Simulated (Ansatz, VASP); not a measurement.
**Two plane-wave programs on Be2Te**

```
Be Te
1.0
     1.88359    1.08749    4.08908
    -1.88359    1.08749    4.08908
     0.00000   -2.17498    4.08908
Be Te
2 1
Direct
  0.20764 0.20764 0.20764
  0.45408 0.45408 0.45408
  0.00498 0.00498 0.00498
```

Alike in both runs: functional PBE; k mesh 12 × 12 × 12; occupations gaussian, width 0.1 eV; no spin polarisation.

Ansatz relaxed the structure, and its values are those at the end. VASP's run is a single point on that final structure, the one shown.

|  | VASP | Ansatz |
| --- | --- | --- |
| version | VASP 6.6.1 | Ansatz 0.2.0 |
| potentials or method | VASP PAW PBE potentials, release 64 (Be, Te), cutoff 520 eV | scalar-relativistic, plane waves, PAW |
| valence electrons in the cell | 10 | 20 |

Ansatz gave:

* gap on the k mesh at the Fermi level (eV): none
* pressure (GPa): 0.0
* rms of the force components (eV/Å): 0.001

**Question.** Which values does VASP return?

**Answer.** gap on the k mesh at the Fermi level (eV): none; pressure (GPa): 0.1; rms of the force components (eV/Å): 0.009.

A gap of «none» marks a metal or a gap that the smearing closes. The functional is the same, so the differences come from potentials, cutoffs and numerics. VASP's potentials hold 10 valence electrons a cell and Ansatz's 20, so a difference there can come from the potentials and not from the codes.

Spin-orbit coupling is off throughout.
